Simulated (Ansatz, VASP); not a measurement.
# One calculation of Pt, two programs

```
Pt
1.0
    -1.58422    1.58422    1.58422
     1.58422   -1.58422    1.58422
     1.58422    1.58422   -1.58422
Pt
1
Direct
  0.00000 0.00000 0.00000
```

Alike in both runs: task single point; functional BLYP; k mesh 10 × 10 × 10; occupations fermi-dirac, width 0.01 eV; no spin polarisation.

|  | VASP | Ansatz |
| --- | --- | --- |
| version | VASP 6.6.1 | Ansatz 0.2.0 |
| potentials or method | VASP PAW PBE potentials, release 64 (Pt) | plane waves, PAW |
| plane-wave cutoff (eV) | 500 | 420 |
| valence electrons in the cell | 10 | 18 |

|  | VASP | Ansatz | Ansatz less VASP |
| --- | --- | --- | --- |
| pressure (GPa) | 13.8 | 12.6 | -1.24 |

VASP's potentials were made for PBE, not for BLYP. With one functional, cell and mesh, what is left measures potentials, basis and numerics. VASP's potentials hold 10 valence electrons a cell and Ansatz's 18, so a difference there can come from the potentials and not from the codes. Ansatz's warnings: stress scf threshold loose.

Spin-orbit coupling is off throughout.
